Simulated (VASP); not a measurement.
A run of VASP 6.6.1 is set up as follows.

The input POSCAR:

```
Ag
1.0
    2.8118132429      0.0000000000      0.0000000000
   -1.4059066215      2.4351016991      0.0000000000
    0.0000000000      0.0000000000      2.7406213471
Ag
1
Direct
    0.0000000000      0.0000000000      0.0000000000
```

File INCAR.step1:

```
PREC = Accurate
ENCUT = 520
ISMEAR = 0
SIGMA = 0.1
LREAL = F
LASPH = T
NELM = 80
NBANDS = 12
GGA = PE
ALGO = Normal
EDIFF = 1E-4
LWAVE = T
LCHARG = F
```

File INCAR.step2:

```
PREC = Accurate
ENCUT = 520
EDIFF = 1E-6
ISMEAR = 0
SIGMA = 0.1
LREAL = F
LASPH = T
NELM = 80
ALGO = Normal
ISIF = 2
LWAVE = F
LCHARG = F
METAGGA = R2SCAN
LMIXTAU = T
NBANDS = 12
ISTART = 1
```

Contents of KPOINTS:

```
Automatic mesh
0
Gamma
  24 24 20
```

Potentials or basis: VASP PAW PBE potentials, release 64 (Ag).

Run with:

```sh
$ cat potpaw_PBE.64/Ag/POTCAR > POTCAR
$ cp INCAR.step1 INCAR
$ mpirun -np 1 vasp_std > vasp.out
$ cp INCAR.step2 INCAR
$ mpirun -np 1 vasp_std > vasp.out
```

Q: Predict the pressure.

A: 0.1 GPa.

Caveat: the PAW data sets were made with another functional, which shifts forces and pressure a little.
